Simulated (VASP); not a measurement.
Crystal: TePb.

```xyz
2
Lattice="0.0000 3.2709 3.2709 3.2709 0.0000 3.2709 3.2709 3.2709 0.0000" Properties=species:S:1:pos:R:3 pbc="T T T"
Te    0.0000    0.0000    0.0000
Pb    3.2709    3.2709    3.2709
```

Base run:

```yaml
Program: VASP 6.6.1
Functional: PBE
Potentials_or_basis: VASP PAW PBE potentials, release 64 (Te, Pb_d)
Cutoff: 500 eV
k_mesh: 4 × 4 × 4
Occupations: gaussian, width 0.1 eV
Spin: no spin polarisation
```

Its results: pressure 0.4 GPa.

The run is repeated on the same cell with these changes: k mesh from 4 × 4 × 4 to 1 × 1 × 1. What comes out?

Pressure 22.0 GPa.

Caveats: some runs use coarse meshes.
